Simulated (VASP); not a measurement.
# CdS (Pmmn) in VASP: further runs, part 3 of 3

VASP 6.6.1.

### Step 5. Single point, PBEsol

This run uses another cell than the first one, of 20.94 Å³/atom.

Input file INCAR:

```
SYSTEM = CdS
ALGO = Normal
EDIFF = 1E-6
ENCUT = 500
GGA = PS
GGA_COMPAT = .FALSE.
ISIF = 2
ISMEAR = 0
LASPH = .TRUE.
LCHARG = .TRUE.
LELF = .TRUE.
LREAL = .FALSE.
LVHAR = .TRUE.
LWAVE = .FALSE.
NBANDS = 26
NELM = 120
PREC = Accurate
SIGMA = 0.01
```

Input file KPOINTS:

```
k-points
0
G
  6 4 6
  0 0 0
```

Input file POSCAR:

```
CdS
1.0
    3.8984400000      0.0000000000      0.0000000000
    0.0000000000      5.5114900000      0.0000000000
    0.0000000000      0.0000000000      3.8981000000
Cd S
2 2
Direct
    0.5000000000      0.5000000000      0.2430300000
    0.0000000000      0.0000000000      0.7569700000
    0.5000000000      0.0000000000      0.2551600000
    0.0000000000      0.5000000000      0.7448400000
```

Potentials or basis: VASP PAW PBE potentials, release 64 (Cd, S).

Launch:

```console
> cat potpaw_PBE.64/Cd/POTCAR potpaw_PBE.64/S/POTCAR > POTCAR
> mpirun -np 1 vasp_std > vasp.out
```

OUTCAR:

```text
SYSTEM = CdS
   EDIFF = 1E-6
   ENCUT = 500
   GGA = PS
   ISIF = 2
   ISMEAR = 0
   LASPH = .TRUE.
   LREAL = .FALSE.
   NELM = 120
   PREC = Accurate

 ion  position               nearest neighbor table
   1  0.500  0.500  0.243-   4 2.75   4 2.75   3 2.76   3 2.76   4 2.76   4 2.76
   2  0.000  0.000  0.757-   3 2.75   3 2.75   4 2.76   4 2.76   3 2.76   3 2.76
   3  0.500  0.000  0.255-   2 2.75   2 2.75   1 2.76   1 2.76   2 2.76   2 2.76
   4  0.000  0.500  0.745-   1 2.75   1 2.75   2 2.76   2 2.76   1 2.76   1 2.76

  LATTYP: Found a simple orthorhombic cell.
 ALAT       =     3.8981000000
 B/A-ratio  =     1.0000872220
 C/A-ratio  =     1.4138913830

  Lattice vectors:

 A1 = (   0.0000000000,   0.0000000000,   3.8981000000)
 A2 = (   3.8984400000,   0.0000000000,   0.0000000000)
 A3 = (   0.0000000000,   5.5114900000,   0.0000000000)

Analysis of symmetry for initial positions (statically):
=====================================================================
 Subroutine PRICEL returns:
 Original cell was already a primitive cell.

 Routine SETGRP: Setting up the symmetry group for a
[... 173 lines left out ...]

 E-fermi :   2.6355     XC(G=0): -10.4923

 val. band max:        2.5869210800   @ k =   0.5000   0.5000   0.0000
 cond. band min:       2.7179090466   @ k =   0.5000   0.0000   0.5000
 fundamental gap:      0.1309879666
 Fermi energy:         2.6354775243

 k-point     1 :       0.0000    0.0000    0.0000
  band No.  band energies     occupation
      1     -10.0739      2.00000
      2      -9.1898      2.00000
      3      -5.1166      2.00000
      4      -4.9664      2.00000
      5      -4.9661      2.00000
      6      -4.9650      2.00000
[... 685 lines left out ...]
     25      10.3886      0.00000
     26      10.3886      0.00000

 [... further k-points ...]

------------------------ aborting loop because EDIFF is reached ----------------------------------------

  FORCE on cell =-STRESS in cart. coord.  units (eV):
  Direction    XX          YY          ZZ          XY          YZ          ZX
  --------------------------------------------------------------------------------------
  -------------------------------------------------------------------------------------
  Total       -2.1705519     -2.2178056     -2.1743920      0.0000000      0.0000000      0.0000000
  in kB      -41.5210089    -42.4249361    -41.5944668      0.0000000      0.0000000      0.0000000
  external PRESSURE =     -41.8468039 kB  Pullay stress =       0.0000000 kB

 VOLUME and BASIS-vectors are now :
 -----------------------------------------------------------------------------
  energy-cutoff  :      500.00
  volume of cell :       83.76
      direct lattice vectors                 reciprocal lattice vectors
     3.898440000  0.000000000  0.000000000     0.256512862  0.000000000  0.000000000
     0.000000000  5.511490000  0.000000000     0.000000000  0.181439139  0.000000000
     0.000000000  0.000000000  3.898100000     0.000000000  0.000000000  0.256535235

 POSITION                                       TOTAL-FORCE (eV/Angst)
 -----------------------------------------------------------------------------------
      1.94922      2.75575      0.94736         0.000000      0.000000      0.019277
      0.00000      0.00000      2.95074         0.000000      0.000000     -0.019277
      1.94922      0.00000      0.99464         0.000000      0.000000     -0.027570
      0.00000      2.75575      2.90346         0.000000      0.000000      0.027570
 -----------------------------------------------------------------------------------
    total drift:                                0.000000      0.000000      0.000000

  FREE ENERGIE OF THE ION-ELECTRON SYSTEM (eV)
  ---------------------------------------------------
  free  energy   TOTEN  =       -13.2252872024 eV

  energy  without entropy=      -13.2252872024  energy(sigma->0) =      -13.22528720
```

OSZICAR:

```text
N       E                     dE             d eps       ncg     rms          rms(c)
DAV:   1     0.238995430727E+03    0.23900E+03   -0.17343E+04  2496   0.127E+03
DAV:   2    -0.191260410461E+01   -0.24091E+03   -0.23137E+03  2764   0.320E+02
DAV:   3    -0.141875836825E+02   -0.12275E+02   -0.12154E+02  2964   0.728E+01
DAV:   4    -0.142937830732E+02   -0.10620E+00   -0.10610E+00  2868   0.648E+00
DAV:   5    -0.142949993368E+02   -0.12163E-02   -0.12162E-02  2844   0.706E-01    0.964E+00
DAV:   6    -0.132672169655E+02    0.10278E+01   -0.18784E+00  2990   0.147E+01    0.816E+00
DAV:   7    -0.132336451824E+02    0.33572E-01   -0.50876E-01  2614   0.401E+00    0.418E+00
DAV:   8    -0.132272196579E+02    0.64255E-02   -0.57727E-02  2616   0.244E+00    0.371E-01
DAV:   9    -0.132252822210E+02    0.19374E-02   -0.10496E-02  2734   0.116E+00    0.848E-02
DAV:  10    -0.132252665763E+02    0.15645E-04   -0.89270E-04  2700   0.288E-01    0.763E-02
DAV:  11    -0.132252811985E+02   -0.14622E-04   -0.70286E-05  2754   0.498E-02    0.741E-02
DAV:  12    -0.132252889671E+02   -0.77686E-05   -0.18760E-05  2718   0.303E-02    0.252E-02
DAV:  13    -0.132252872974E+02    0.16697E-05   -0.13727E-05  2570   0.392E-02    0.107E-02
DAV:  14    -0.132252872024E+02    0.95027E-07   -0.11496E-06  1358   0.917E-03
   1 F= -.13225287E+02 E0= -.13225287E+02  d E =-.985988E-14
```

stdout:

```text
POSCAR found type information on POSCAR CdS
 POSCAR found :  2 types and       4 ions
 scaLAPACK will be used
 -----------------------------------------------------------------------------
|                                                                             |
|                                                                             |
|     You enforced a specific xc type in the INCAR file but a different       |
|     I HOPE YOU KNOW WHAT YOU ARE DOING!                                     |
|                                                                             |
 -----------------------------------------------------------------------------

 LDA part: xc-table for (Slater+PW92), standard interpolation
 POSCAR, INCAR and KPOINTS ok, starting setup
 FFT: planning ... GRIDC
 FFT: planning ... GRID_SOFT
 FFT: planning ... GRID
 WAVECAR not read
 entering main loop
```

Wall time 40 s (1 thread of Intel Xeon Platinum 8488C (Sapphire Rapids), shared host); peak memory 0.22 GiB.

What came out:

```
Free energy            : -13.2253 eV
Pressure               : -4.2 GPa
Largest force          : 0.028 eV/Å
Band gap on the k mesh : 0.13 eV
```

Forces on the atoms (eV/Å):
```
Cd   0.000  0.000  0.019
Cd   0.000  0.000 -0.019
S    0.000  0.000 -0.028
S    0.000  0.000  0.028
```

Caveat: the cell stands under tension; the PAW data sets were made with another functional, which shifts forces and pressure a little. A k mesh can miss the band edges.

### Step 6. The runs side by side

```tsv
cell	gap on the mesh (eV)	pressure (GPa)	largest force (eV/Å)
a = 3.736, b = 5.282 Å, 4 atoms	0.09	7.1	0.03
a = 3.792, b = 5.360 Å, 4 atoms	0.11	2.3	0.03
a = 3.846, b = 5.437 Å, 4 atoms	0.13	-1.2	0.02
a = 3.898, b = 5.511 Å, 4 atoms	0.13	-4.2	0.03
```

Alike in all rows: task single point; level PBEsol; potentials or basis VASP PAW PBE potentials, release 64 (Cd, S); no spin polarisation; k mesh 6 × 4 × 6; cutoff (eV) 500; smearing gaussian 0.01 eV.

Caveats: the PAW data sets were made with another functional, which shifts forces and pressure a little; the cell stands under pressure (at least some runs); the cell stands under tension (at least some runs).

Absolute energies hang on the potentials; compare differences alone.
